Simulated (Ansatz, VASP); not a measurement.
## Ta4In: VASP beside Ansatz

```
CELL_PARAMETERS angstrom
0.00056 -3.43667 -0.00009
6.92549 0.00031 0.00058
-1.73069 1.71803 7.93516
ATOMIC_POSITIONS crystal
Ta 0.19954 0.09974 0.39902
Ta 0.19952 0.59973 0.39900
Ta 0.60544 0.30271 0.21093
Ta 0.60543 0.80267 0.21088
Ta 0.39455 0.19730 0.78907
Ta 0.39460 0.69733 0.78912
Ta 0.80046 0.40025 0.60098
Ta 0.80048 0.90026 0.60101
In 0.00002 0.00002 0.00002
In 0.99998 0.49999 0.99998
```

Change from the starting cell: cell x2, atoms moved at random (sigma 0.1 Å) and cell strained at random (1.5 %), then relaxed without symmetry.

Alike in both runs: functional PBE; k mesh 6 × 4 × 6; occupations gaussian, width 0.2 eV; no spin polarisation.

Ansatz relaxed the structure, and its values are those at the end. VASP's run is a single point on that final structure, the one shown.

|  | VASP | Ansatz |
| --- | --- | --- |
| version | VASP 6.6.1 | Ansatz 0.2.0 |
| potentials or method | VASP PAW PBE potentials, release 64 (Ta_pv, In_d), cutoff 520 eV | scalar-relativistic, plane waves, PAW |
| valence electrons in the cell | 114 | 130 |

|  | VASP | Ansatz | Ansatz less VASP |
| --- | --- | --- | --- |
| gap on the k mesh at the Fermi level (eV) | none | none | - |
| pressure (GPa) | 0.0 | 0.0 | -0.06 |
| rms of the force components (eV/Å) | 0.007 | 0.008 | +0.0012 |

A gap of «none» marks a metal or a gap that the smearing closes. VASP's potentials hold 114 valence electrons a cell and Ansatz's 130, so a difference there can come from the potentials and not from the codes.

Spin-orbit coupling is off throughout.
